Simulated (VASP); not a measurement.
A run of VASP 6.6.1 is set up as follows.

File INCAR:

```
ALGO     = Fast           # electronic algorithm
EDIFF    = 1E-6           # SCF threshold, eV
ENCUT    = 520            # plane-wave cutoff, eV
GGA      = PE             # functional
ISIF     = 2              # what is computed and relaxed
ISMEAR   = 0              # smearing method
LASPH    = T              # aspherical terms in the spheres
LCHARG   = F              # write CHGCAR
LREAL    = F              # projectors in reciprocal space
LWAVE    = F              # write WAVECAR
NBANDS   = 22             # bands
NELM     = 100            # most SCF steps
PREC     = Accurate       # precision mode
SIGMA    = 0.1            # smearing width, eV
```

File KPOINTS:

```
k-points
0
Gamma
  4 4 4
```

The input POSCAR:

```
CsCu2
1.0
    0.0000000000      4.0180940611      4.0180940611
    4.0180940611      0.0000000000      4.0180940611
    4.0180940611      4.0180940611      0.0000000000
Cs Cu
1 2
Direct
    0.0000000000      0.0000000000      0.0000000000
    0.2500000000      0.2500000000      0.2500000000
    0.7500000000      0.7500000000      0.7500000000
```

Potentials or basis: VASP PAW PBE potentials, release 64 (Cs_sv, Cu).

The run is started by

```bash
$ cat potpaw_PBE.64/Cs_sv/POTCAR potpaw_PBE.64/Cu/POTCAR > POTCAR
$ mpirun -np 1 vasp_std > vasp.out
```

Question: What does it give for the pressure?

Answer: 0.1 GPa.

Question: Predict the band gap on the k mesh.

Answer: Zero (an odd number of electrons rules out a gap without spin polarisation).

Caveat: spin-orbit coupling is left out, which moves the levels of the heavy elements.
